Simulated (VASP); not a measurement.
# K (Pm-3m) in VASP: notebook

The runs below take K through single point, with PBEsol.

Program: VASP 6.6.1. These are calculated values, not measurements. Logs are shortened: lines on timing, memory, paths and dates and some standing lists are left out, and cuts for length are marked.

### Step 1. The cell of the first run

It takes space group Pm-3m (No. 221, cubic). Conventional cell: a = 4.222 Å, b = 4.222 Å, c = 4.222 Å, α = 90.00°, β = 90.00°, γ = 90.00°. K (site symmetry m-3m) has 6 K at 4.22 Å within 5.5 Å.

### Step 2. Single point, PBEsol

Input file INCAR:

```
PREC     = Accurate       # precision mode
ENCUT    = 520            # plane-wave cutoff, eV
EDIFF    = 1E-6           # SCF threshold, eV
ISMEAR   = 1              # smearing method
SIGMA    = 0.1            # smearing width, eV
LREAL    = F              # projectors in reciprocal space
LASPH    = T              # aspherical terms in the spheres
NELM     = 100            # most SCF steps
ALGO     = Normal         # electronic algorithm
ISIF     = 2              # what is computed and relaxed
LWAVE    = F              # write WAVECAR
LCHARG   = F              # write CHGCAR
GGA      = PS             # functional
NBANDS   = 10             # bands
```

Input file KPOINTS:

```
regular mesh
0
Gamma
  7 7 7
```

Input file POSCAR:

```
K
1.0
    4.2224461669      0.0000000000      0.0000000000
    0.0000000000      4.2224461669      0.0000000000
    0.0000000000      0.0000000000      4.2224461669
K
1
Direct
    0.0000000000      0.0000000000      0.0000000000
```

Potentials or basis: VASP PAW PBE potentials, release 64 (K_sv).

Run with:

```
> cat potpaw_PBE.64/K_sv/POTCAR > POTCAR
> mpirun -np 1 vasp_std > vasp.out
```

OUTCAR:

```text
PREC = Accurate
   ENCUT = 520
   EDIFF = 1E-6
   ISMEAR = 1
   LREAL = F
   LASPH = T
   NELM = 100
   ISIF = 2
   GGA = PS

 ion  position               nearest neighbor table
   1  0.000  0.000  0.000-

  LATTYP: Found a simple cubic cell.
 ALAT       =     4.2224461669

  Lattice vectors:

 A1 = (   4.2224461669,   0.0000000000,   0.0000000000)
 A2 = (   0.0000000000,   4.2224461669,   0.0000000000)
 A3 = (   0.0000000000,   0.0000000000,   4.2224461669)

Analysis of symmetry for initial positions (statically):
=====================================================================
 Subroutine PRICEL returns:
 Original cell was already a primitive cell.

 Routine SETGRP: Setting up the symmetry group for a
 simple cubic supercell.

 Subroutine GETGRP returns: Found 48 space group operations
 (whereof 48 operations were pure point group operations)
 out of a pool of 48 trial point group operations.

The static configuration has the point symmetry O_h .

Analysis of symmetry for dynamics (positions and initial velocities):
=====================================================================
 Subroutine PRICEL returns:
 Original cell was already a primitive cell.

 Routine SETGRP: Setting up the symmetry group for a
 simple cubic supercell.

 Subroutine GETGRP returns: Found 48 space group operations
 (whereof 48 operations were pure point group operations)
 out of a pool of 48 trial point group operations.

The dynamic configuration has the point symmetry O_h .

 Subroutine INISYM returns: Found 48 space group operations
 (whereof 48 operations are pure point group operations),
 and found     1 'primitive' translations

----------------------------------------------------------------------------------------

                                     Primitive cell

  volume of cell :      75.2822

  direct lattice vectors                    reciprocal lattice vectors
     4.222446167  0.000000000  0.000000000     0.236829544  0.000000000  0.000000000
     0.000000000  4.222446167  0.000000000     0.000000000  0.236829544  0.000000000
     0.000000000  0.000000000  4.222446167     0.000000000  0.000000000  0.236829544

  length of vectors
     4.222446167  4.222446167  4.222446167     0.236829544  0.236829544  0.236829544

  position of ions in fractional coordinates (direct lattice)
     0.000000000  0.000000000  0.000000000

  ion indices of the primitive-cell ions
[... 73 lines left out ...]
   IBRION =     -1    ionic relax: 0-MD 1-quasi-New 2-CG
   NFREE  =      0    steps in history (QN), initial steepest desc. (CG)
   ISIF   =      2    stress and relaxation
   ISYM   =      2    0-nonsym 1-usesym 2-fastsym
   POTIM  = 0.5000    time-step for ionic-motion
   TEBEG  =    0.0;   TEEND  =   0.0 temperature during run
   PSTRESS=    0.0 pullay stress
   NELECT =       9.0000    total number of electrons
   NUPDOWN=      -1.0000    fix difference up-down
   EMIN   =  10.00;   EMAX   =-10.00  energy-range for DOS
   EFERMI =   0.00;   METHOD = LEGACY
   ISMEAR =     1;   SIGMA  =   0.10  broadening in eV -4-tet -1-fermi 0-gaus
   EFERMI_NEDOS =   21; number of points for ismear=-14 and -15
   IALGO  =     38    algorithm
   IMIX   =      4    mixing-type and parameters
     AMIX     =   0.40;   BMIX     =  1.00
     AMIX_MAG =   1.60;   BMIX_MAG =  1.00
  volume/ion in A,a.u.               =      75.28       508.03
  Fermi-wavevector in a.u.,A,eV,Ry     =   0.806476  1.524019  8.849281  0.650404
  Thomas-Fermi vector in A             =   1.914916
   LORBIT       =      0    0 simple, 1 ext, 2 COOP (PROOUT), +10 PAW based schemes
   GGA     = PS    functional components
   LHFCALC =     F    Hartree Fock is set to
   AEXX    =    0.0000 exact exchange contribution
   IVDW    =     0    specifies the selected vdW correction
   LEPSILON=     F    determine dielectric tensor
   LRPA    =     F    only Hartree local field effects (RPA)
 non-spin polarized calculation
 Methfessel and Paxton  Order N= 1 SIGMA  =   0.10
  energy-cutoff  :      520.00
  volume of cell :       75.28
 maximum number of plane-waves:      2038
 NGX is ok and might be reduce to    32
   NGX = 15   NGY = 15   NGZ = 15

 number of electron       8.9999997 magnetization

 Free energy of the ion-electron system (eV)
  ---------------------------------------------------
  ext. energy  EPLUGINS =         0.00000000
  ---------------------------------------------------
  free energy    TOTEN  =        -1.02862301 eV

  energy without entropy =       -1.02925763  energy(sigma->0) =       -1.02883455

 E-fermi :  -0.2327     XC(G=0):  -5.6330

 val. band max:       -0.3212821647   @ k =   0.4286   0.1429   0.1429
 cond. band min:      -0.1638029888   @ k =   0.2857   0.2857   0.2857
 fundamental gap:      0.1574791759
 Fermi energy:        -0.2327403163

 k-point     1 :       0.0000    0.0000    0.0000
  band No.  band energies     occupation
      1     -32.3663      2.00000
      2     -15.8615      2.00000
      3     -15.8615      2.00000
      4     -15.8615      2.00000
      5      -2.3238      2.00000
      6       2.7039      0.00000
      7       2.7039      0.00000
      8       6.1089      0.00000
      9       6.1094      0.00000
     10       6.2079      0.00000
[... 235 lines left out ...]
 k-point    20 :       0.4286    0.4286    0.4286
  band No.  band energies     occupation
      1     -32.3509      2.00000
      2     -15.9365      2.00000
      3     -15.9359      2.00000
      4     -15.9359      2.00000
      5       1.6706     -0.00000
      6       2.1684      0.00000
      7       2.1684      0.00000
      8       3.9057      0.00000
      9       4.2400      0.00000
     10       4.2400      0.00000

------------------------ aborting loop because EDIFF is reached ----------------------------------------

  FORCE on cell =-STRESS in cart. coord.  units (eV):
  Direction    XX          YY          ZZ          XY          YZ          ZX
  --------------------------------------------------------------------------------------
  -------------------------------------------------------------------------------------
  Total        0.0108067      0.0108067      0.0108067     -0.0000000      0.0000000     -0.0000000
  in kB        0.2299910      0.2299910      0.2299910     -0.0000000      0.0000000     -0.0000000
  external PRESSURE =       0.2299910 kB  Pullay stress =       0.0000000 kB

 VOLUME and BASIS-vectors are now :
 -----------------------------------------------------------------------------
  energy-cutoff  :      520.00
  volume of cell :       75.28
      direct lattice vectors                 reciprocal lattice vectors
     4.222446167  0.000000000  0.000000000     0.236829544  0.000000000  0.000000000
     0.000000000  4.222446167  0.000000000     0.000000000  0.236829544  0.000000000
     0.000000000  0.000000000  4.222446167     0.000000000  0.000000000  0.236829544

 POSITION                                       TOTAL-FORCE (eV/Angst)
 -----------------------------------------------------------------------------------
      0.00000      0.00000      0.00000         0.000000      0.000000      0.000000
 -----------------------------------------------------------------------------------
    total drift:                                0.000000     -0.000000      0.000000

  FREE ENERGIE OF THE ION-ELECTRON SYSTEM (eV)
  ---------------------------------------------------
  free  energy   TOTEN  =        -1.0286230105 eV

  energy  without entropy=       -1.0292576314  energy(sigma->0) =       -1.02883455
```

stdout:

```text
POSCAR found type information on POSCAR K
 POSCAR found :  1 types and       1 ions
 scaLAPACK will be used
 -----------------------------------------------------------------------------
|                                                                             |
|                                                                             |
|     You enforced a specific xc type in the INCAR file but a different       |
|     I HOPE YOU KNOW WHAT YOU ARE DOING!                                     |
|                                                                             |
 -----------------------------------------------------------------------------

 LDA part: xc-table for (Slater+PW92), standard interpolation
 POSCAR, INCAR and KPOINTS ok, starting setup
 FFT: planning ... GRIDC
 FFT: planning ... GRID_SOFT
 FFT: planning ... GRID
 WAVECAR not read
 entering main loop
```

Wall time 7.7 s (1 thread of Intel Xeon Platinum 8488C (Sapphire Rapids), shared host); peak memory 0.17 GiB.

What came out:

```yaml
Free_energy: -1.0286 eV
Pressure: 0.0 GPa
```

Caveat: the PAW data sets were made with another functional, which shifts forces and pressure a little.

(Part 1 of 2 ends here.)
